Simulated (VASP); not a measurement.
Input of a VASP 6.6.1 run:

Contents of INCAR:

```
PREC     = Accurate       # precision mode
ENCUT    = 520            # plane-wave cutoff, eV
EDIFF    = 1E-7           # SCF threshold, eV
ISMEAR   = 0              # smearing method
SIGMA    = 0.02           # smearing width, eV
LREAL    = F              # projectors in reciprocal space
LASPH    = T              # aspherical terms in the spheres
NELM     = 60             # most SCF steps
ALGO     = Normal         # electronic algorithm
ISIF     = 2              # what is computed and relaxed
LWAVE    = F              # write WAVECAR
LCHARG   = T              # write CHGCAR
GGA      = PE             # functional
LELF     = T              # ELF
LVHAR    = T            
NBANDS   = 20             # bands
```

File KPOINTS:

```
Automatic mesh
0
Gamma
  12 12 2
```

Contents of POSCAR:

```
WSe2
1.0
    3.3210204971      0.0000000000      0.0000000000
   -1.6605102486      2.8760881170      0.0000000000
    0.0000000000      0.0000000000     16.6544019327
W Se
1 2
Direct
    0.0000000000      0.0000000000      0.0000000000
    0.3333333333      0.6666666667      0.1007865281
    0.3333333333      0.6666666667      0.8992134719
```

Potentials or basis: VASP PAW PBE potentials, release 64 (W_sv, Se).

Run with:

```sh
$ cat potpaw_PBE.64/W_sv/POTCAR potpaw_PBE.64/Se/POTCAR > POTCAR
$ mpirun -np 1 vasp_std > vasp.out
```

**Question.** Estimate the largest force.

**Answer.** 0.035 eV/Å.

**Question.** Predict the band gap on the k mesh.

**Answer.** 1.55 eV, direct.

Forces in eV/Å, atoms in the order of the input:
```
W    0.000  0.000  0.000
Se   0.000  0.000  0.035
Se   0.000  0.000 -0.035
```

Caveat: spin-orbit coupling is left out, which moves the levels of the heavy elements.
